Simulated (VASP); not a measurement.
Here is a VASP 6.6.1 calculation.

The input INCAR:

```
SYSTEM = Sc
PREC = Accurate
ENCUT = 500
EDIFF = 1E-6
ISMEAR = -1
SIGMA = 0.1
LREAL = .False.
LASPH = .True.
NELM = 120
ALGO = Normal
ISIF = 2
LWAVE = .False.
LCHARG = .False.
GGA = PE
NBANDS = 12
GGA_COMPAT = .False.
```

File KPOINTS:

```
Automatic mesh
0
Gamma
  13 13 13
  0 0 0
```

File POSCAR:

```
Sc
1.0
    0.0000000000      2.2818210590      2.2818210590
    2.2818210590      0.0000000000      2.2818210590
    2.2818210590      2.2818210590      0.0000000000
Sc
1
Direct
    0.0000000000      0.0000000000      0.0000000000
```

Potentials or basis: VASP PAW PBE potentials, release 64 (Sc_sv).

Launch:

```sh
$ cat potpaw_PBE.64/Sc_sv/POTCAR > POTCAR
$ mpirun -np 1 vasp_std > vasp.out
```

Question: What does it give for the band gap on the k mesh?

Answer: Zero (an odd number of electrons rules out a gap without spin polarisation).

Question: What does it give for the pressure?

Answer: 2.3 GPa.
